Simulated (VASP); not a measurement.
CaB15N15 (a cell with a defect): single point with PBE

CaB15N15 (a cell with a defect):

```
B Ca N
1.0
    -3.62411    3.62411   -3.62411
     3.62411    3.62411    3.62411
     3.62411   -3.62411   -3.62411
B Ca N
15 1 15
Direct
  0.96950 0.99309 0.98368
  0.00855 0.25607 0.76102
  0.00660 0.50671 0.50311
  0.99229 0.71356 0.24289
  0.25118 0.00741 0.76721
  0.25256 0.50668 0.25689
  0.24940 0.75122 0.00264
  0.51694 0.00749 0.50166
  0.51059 0.25590 0.25888
  0.49993 0.50112 0.00687
  0.49166 0.74729 0.74202
  0.73330 0.99283 0.21994
  0.74688 0.25097 0.99722
  0.75656 0.50126 0.75042
  0.75222 0.75117 0.49981
  0.17719 0.14847 0.42741
  0.99252 0.25214 0.00073
  0.01042 0.50697 0.75714
  0.99925 0.75220 0.50496
  0.24365 0.99902 0.01405
  0.25593 0.25676 0.80130
  0.24918 0.52943 0.49958
  0.25443 0.75232 0.24971
  0.50205 0.00576 0.75246
  0.55112 0.25688 0.50642
  0.50669 0.50691 0.26076
  0.49294 0.74732 0.99348
  0.76359 0.99895 0.49401
  0.75054 0.25191 0.24289
  0.74549 0.49491 0.99594
  0.74307 0.74740 0.74333
```

```yaml
Program: VASP 6.6.1
Task: single point
Functional: PBE
Potentials_or_basis: VASP PAW PBE potentials, release 64 (B, Ca_sv, N)
Cutoff: 520 eV
k_mesh: 1 × 1 × 1, shifted
Occupations: fermi-dirac, width 0.01 eV
Spin: collinear spin
Fixed_moment: 1 μB
```

```
Largest force                                         : 0.070 eV/Å
Net moment                                            : 1.00 μB per cell
Site moments                                          : B +0.03, +0.00, +0.01, +0.35 (each value once); Ca +0.12; N +0.01, -0.00, +0.00 (each value once) μB
Valence electrons inside the program's atomic spheres : B 2.00, 2.09, 2.07, 2.10, 2.04, 2.13, 2.08, 2.16 (each value once); Ca 8.83; N 4.00, 3.98, 3.93, 4.11, 4.09, 3.96, 3.99, 4.01 (each value once)
```

Forces on the atoms (eV/Å):
```
B   -0.006  0.009 -0.032
B   -0.012 -0.014  0.029
B    0.002 -0.028  0.028
B   -0.008  0.002 -0.018
B   -0.006 -0.019 -0.038
B   -0.018  0.016  0.018
B    0.004  0.009  0.002
B   -0.018 -0.017 -0.027
B   -0.012  0.014  0.021
B    0.002  0.020  0.002
B    0.004 -0.004 -0.028
B    0.007  0.009 -0.027
B    0.009 -0.004  0.000
B    0.020 -0.001  0.002
B    0.013  0.000  0.009
Ca  -0.021 -0.025  0.062
N   -0.002 -0.004 -0.018
N   -0.015  0.001  0.006
N    0.002  0.010 -0.006
N   -0.022  0.026  0.030
N    0.049 -0.016 -0.043
N    0.023  0.029  0.015
N    0.003  0.005 -0.013
N   -0.009 -0.004  0.016
N   -0.019  0.040 -0.038
N   -0.004 -0.020  0.006
N   -0.018 -0.008 -0.002
N    0.023 -0.017  0.020
N    0.027 -0.004  0.007
N    0.008  0.013  0.028
N   -0.007 -0.018 -0.014
```

Run time: 2.4 min on 1 thread of Intel(R) Xeon(R) Platinum 8259CL CPU @ 2.50GHz (Skylake/Cascade Lake) (shared host), peak memory 0.41 GiB.

Caveat: the cell carries a net charge on a neutralising background, which shifts energy and pressure; the total moment is fixed, so each spin has its own Fermi level.
